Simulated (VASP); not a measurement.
Here is a VASP 6.6.1 calculation.

Contents of INCAR:

```
PREC = Accurate ; ENCUT = 520
EDIFF = 1E-7 ; ISMEAR = -1
SIGMA = 0.05 ; LREAL = False
LASPH = True ; NELM = 100
ALGO = Normal ; ISIF = 2
LWAVE = False ; LCHARG = False
GGA = PE ; IVDW = 13
NBANDS = 17
```

Contents of KPOINTS:

```
regular mesh
0
Gamma
  7 7 7
```

The input POSCAR:

```
SnTe
1.0
    0.0000000000      3.1508500000      3.1508500000
    3.1508500000      0.0000000000      3.1508500000
    3.1508500000      3.1508500000      0.0000000000
Te Sn
1 1
Direct
    0.5000000000      0.5000000000      0.5000000000
    0.0000000000      0.0000000000      0.0000000000
```

Potentials or basis: VASP PAW PBE potentials, release 64 (Te, Sn_d).

Command:

```console
$ cat potpaw_PBE.64/Te/POTCAR potpaw_PBE.64/Sn_d/POTCAR > POTCAR
$ mpirun -np 1 vasp_std > vasp.out
```

**Question.** Estimate the pressure.

**Answer.** 0.0 GPa.

**Question.** What does it give for the dispersion energy per atom?

**Answer.** -0.440 eV.
